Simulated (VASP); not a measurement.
# LiBr: electric field gradients with LDA

Crystal: LiBr.

```xyz
2
Lattice="0.0000 2.7506 2.7506 2.7506 0.0000 2.7506 2.7506 2.7506 0.0000" Properties=species:S:1:pos:R:3 pbc="T T T"
Li    0.0000    0.0000    0.0000
Br    2.7506    2.7506    2.7506
```

```json
{"Program": "VASP 6.6.1", "Task": "electric field gradients", "Functional": "LDA", "Potentials or basis": "VASP PAW LDA potentials, release 64 (Li_sv, Br)", "Cutoff": "650 eV", "k mesh": "7 × 7 × 7", "Occupations": "fermi-dirac, width 0.03 eV", "Spin": "no spin polarisation", "Dipole correction": "no", "Further INCAR settings": "ALGO = Normal; EDIFF = 1e-08; NBANDS = 12"}
```

The pressure is -2.8 GPa, the band gap on the k mesh is 4.66 eV and the largest electric field gradient by atom is zero within the noise of the run.

Levels at points of the mesh, in eV from the valence-band top:
```csv
k point,band 1,band 2,band 3,band 4,band 5,band 6,band 7,band 8,band 9,band 10
"(0.00, 0.00, 0.00)",-43.33,-13.46,0.00,0.00,0.00,4.66,10.35,10.35,10.35,11.94
```

Wall time 18 s on 1 thread of AMD EPYC 7R13 (shared host), peak memory 0.13 GiB.
